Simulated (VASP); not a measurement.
# Rh: single point with LDA

Crystal: Rh.

```
CELL_PARAMETERS angstrom
2.73098 0.00000 0.00000
-1.36549 2.36510 0.00000
0.00000 0.00000 4.42849
ATOMIC_POSITIONS crystal
Rh 0.66667 0.33333 0.75000
Rh 0.33333 0.66667 0.25000
```

```yaml
Program: VASP 6.6.1
Task: single point
Functional: LDA
Potentials_or_basis: VASP PAW LDA potentials, release 64 (Rh_pv)
Cutoff: 520 eV
k_mesh: 11 × 11 × 6
Occupations: gaussian, width 0.05 eV
Spin: no spin polarisation
Dipole_correction: no
Further_INCAR_settings: ALGO = Normal; EDIFF = 1e-07; NBANDS = 22
```

```json
{
 "Pressure": "-18.8 GPa",
 "Band gap on the k mesh": "zero (band 15 reaches 11.67 eV, above the bottom of band 16 at 9.43 eV)"
}
```

Stress tensor (GPa, compression positive):
```
-18.49   0.00   0.00
  0.00 -18.49   0.00
  0.00   0.00 -19.44
```

Levels at points of the mesh, in eV from the Fermi level:
| k point | band 12 | band 13 | band 14 | band 15 | band 16 | band 17 | band 18 | band 19 |
| --- | --- | --- | --- | --- | --- | --- | --- | --- |
| (0.00, 0.00, 0.00) | -2.38 | -2.38 | -1.79 | -1.79 | 0.14 | 0.14 | 0.72 | 8.16 |
| (0.00, 0.00, 0.50) | -2.97 | -2.97 | -2.97 | -0.41 | -0.41 | -0.41 | -0.41 | 14.63 |

It took 16 s on 1 thread of Intel Xeon 6975P-C, with other jobs on the host, peak memory 0.15 GiB.
